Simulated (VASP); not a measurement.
Wanted: the native input for a VASP 6.6.1 run.

- Task: single point
- Functional: LDA
- Potentials or basis: VASP PAW LDA potentials, release 64 (B, N)
- Cutoff: 600 eV
- k mesh: 12 × 12 × 4
- Occupations: gaussian, width 0.02 eV
- Spin: no spin polarisation
- Dipole correction: no
- Further INCAR settings: ALGO = Normal; EDIFF = 1e-06; NBANDS = 16

The structure of BN (kl) lies in POSCAR:

```
BN
1.0
    2.4883253676      0.0000000000      0.0000000000
   -1.2441626838      2.1549529812      0.0000000000
    0.0000000000      0.0000000000      6.4943347756
B N
2 2
Direct
    0.3333333333      0.6666666667      0.2500000000
    0.6666666667      0.3333333333      0.7500000000
    0.3333333333      0.6666666667      0.7500000000
    0.6666666667      0.3333333333      0.2500000000
```

The input as run:

INCAR

```
ALGO     = Normal         # electronic algorithm
EDIFF    = 1E-6           # SCF threshold, eV
ENCUT    = 600            # plane-wave cutoff, eV
GGA_COMPAT= F            
ISIF     = 2              # what is computed and relaxed
ISMEAR   = 0              # smearing method
LASPH    = T              # aspherical terms in the spheres
LCHARG   = F              # write CHGCAR
LREAL    = F              # projectors in reciprocal space
LWAVE    = F              # write WAVECAR
NBANDS   = 16             # bands
NELM     = 120            # most SCF steps
PREC     = Accurate       # precision mode
SIGMA    = 0.02           # smearing width, eV
```

KPOINTS

```
k-points
0
Gamma
  12 12 4
```

Potentials or basis: VASP PAW LDA potentials, release 64 (B, N).

Run with:

```console
$ cat potpaw_LDA.64/B/POTCAR potpaw_LDA.64/N/POTCAR > POTCAR
$ mpirun -np 1 vasp_std > vasp.out
```

Results of the run:

- Pressure: 0.5 GPa
- Band gap on the k mesh: 4.05 eV, indirect (least direct gap 4.47 eV)

It took 41 s on 1 thread of Intel(R) Xeon(R) Platinum 8488C (Sapphire Rapids), with other jobs on the host, peak memory 0.15 GiB.
